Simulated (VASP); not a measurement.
**SnPb5Se6: single point with PBE**

Crystal: SnPb5Se6.

```
Sn Pb Se
1.0
     4.37954    0.00000    0.00000
     0.00000    4.37954    0.00000
     0.00000    0.00000   18.58142
Sn Pb Se
1 5 6
Direct
  0.00000 0.00000 0.00000
  0.50000 0.50000 0.83457
  0.00000 0.00000 0.66762
  0.50000 0.50000 0.50000
  0.00000 0.00000 0.33238
  0.50000 0.50000 0.16543
  0.00000 0.00000 0.83644
  0.50000 0.50000 0.66711
  0.00000 0.00000 0.50000
  0.50000 0.50000 0.33289
  0.00000 0.00000 0.16356
  0.50000 0.50000 0.00000
```

| Property | Result |
| --- | --- |
| Program | VASP 6.6.1 |
| Task | single point |
| Functional | PBE |
| Potentials or basis | VASP PAW PBE potentials, release 64 (Sn_d, Pb_d, Se) |
| Cutoff | 520 eV |
| k mesh | 4 × 4 × 1 |
| Occupations | gaussian, width 0.1 eV |
| Spin | no spin polarisation |
| Dipole correction | no |
| Further INCAR settings | ALGO = Normal; EDIFF = 1e-06; NBANDS = 72 |

```yaml
Pressure: -0.1 GPa
Largest_force: 0.028 eV/Å
Band_gap_on_the_k_mesh: 0.68 eV, direct
```

Forces on the atoms (eV/Å):
```
Sn   0.000  0.000  0.000
Pb   0.000  0.000 -0.007
Pb   0.000  0.000 -0.014
Pb   0.000  0.000  0.000
Pb   0.000  0.000  0.014
Pb   0.000  0.000  0.007
Se   0.000  0.000  0.028
Se   0.000  0.000  0.001
Se   0.000  0.000  0.000
Se   0.000  0.000 -0.001
Se   0.000  0.000 -0.028
Se   0.000  0.000  0.000
```

Stress tensor (GPa, compression positive):
```
 0.55  0.00  0.00
 0.00  0.55  0.00
 0.00  0.00 -1.49
```

Levels at points of the mesh, in eV from the valence-band top:
| k point | band 57 | band 58 | band 59 | band 60 | band 61 | band 62 | band 63 | band 64 |
| --- | --- | --- | --- | --- | --- | --- | --- | --- |
| (0.00, 0.00, 0.00) | -1.73 | -1.73 | -0.77 | -0.73 | 1.94 | 2.07 | 3.74 | 3.75 |
| (0.50, 0.00, 0.00) | -0.41 | -0.39 | -0.37 | 0.00 | 0.68 | 0.74 | 0.74 | 0.75 |
| (0.50, 0.50, 0.00) | -1.60 | -1.53 | -1.52 | -1.38 | 2.83 | 2.84 | 2.92 | 2.94 |

Run time: 3.4 min on 1 thread of Intel(R) Xeon(R) Platinum 8259CL CPU @ 2.50GHz (Skylake/Cascade Lake), on a shared host, peak memory 0.5 GiB.

Caveat: spin-orbit coupling is left out, which moves the levels of the heavy elements. A k mesh can miss the band edges.
